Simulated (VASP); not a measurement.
Here is a VASP 6.6.1 calculation.

INCAR

```
  PREC = Accurate
  ENCUT = 520
  EDIFF = 1E-6
  ISMEAR = 0
  SIGMA = 0.15
  LREAL = F
  LASPH = T
  NELM = 80
  ALGO = Normal
  ISIF = 2
  LWAVE = F
  LCHARG = T
  LELF = T
  LVHAR = T
  NBANDS = 11
```

Contents of KPOINTS:

```
Automatic mesh
0
Gamma
  24 24 10
```

The input POSCAR:

```
Si
1.0
    2.5322986339      0.0000000000      0.0000000000
   -1.2661493170      2.1930349470      0.0000000000
    0.0000000000      0.0000000000      4.7315827335
Si
2
Direct
    0.3333333333      0.6666666667      0.2500000000
    0.6666666667      0.3333333333      0.7500000000
```

Potentials or basis: VASP PAW LDA potentials, release 64 (Si).

Command:

```console
$ cat potpaw_LDA.64/Si/POTCAR > POTCAR
$ mpirun -np 1 vasp_std > vasp.out
```

(1) Predict the band gap on the k mesh.

(2) Predict the pressure.

Answers

(1) zero (bands 4 and 5 overlap by 11.83 eV).

(2) 6.6 GPa.

Caveat: the cell differs from its parent crystal (strain -0.050 along x and y, +0.050 along z); the cell stands under pressure.
